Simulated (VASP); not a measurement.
A run of VASP 6.6.1 is set up as follows.

File INCAR:

```
PREC = Accurate
ENCUT = 520
EDIFF = 1E-7
ISMEAR = 0
SIGMA = 0.05
LREAL = False
LASPH = True
NELM = 60
ALGO = Normal
ISIF = 2
LWAVE = False
LCHARG = False
GGA = PE
NBANDS = 16
```

The input KPOINTS:

```
Automatic mesh
0
Gamma
  8 8 8
```

Contents of POSCAR:

```
GaAs
1.0
    0.0000000000      2.5185638250      3.5612492486
    2.5185638250      0.0000000000      3.5612492486
    2.5185638250      2.5185638250      0.0000000000
Ga As
1 1
Direct
    0.0000000000      0.0000000000      0.0000000000
    0.7500000000      0.7500000000      0.7500000000
```

Potentials or basis: VASP PAW PBE potentials, release 64 (Ga_d, As).

Command:

```sh
$ cat potpaw_PBE.64/Ga_d/POTCAR potpaw_PBE.64/As/POTCAR > POTCAR
$ mpirun -np 1 vasp_std > vasp.out
```

Task: What does it give for the band gap on the k mesh?

Result: Zero (band 9 reaches 5.00 eV, above the bottom of band 10 at 4.48 eV).

Task: What does it give for the pressure?

Result: 2.9 GPa.

Stress tensor (GPa, compression positive):
```
 9.05  0.00  0.00
 0.00  9.05  0.00
 0.00  0.00 -9.39
```
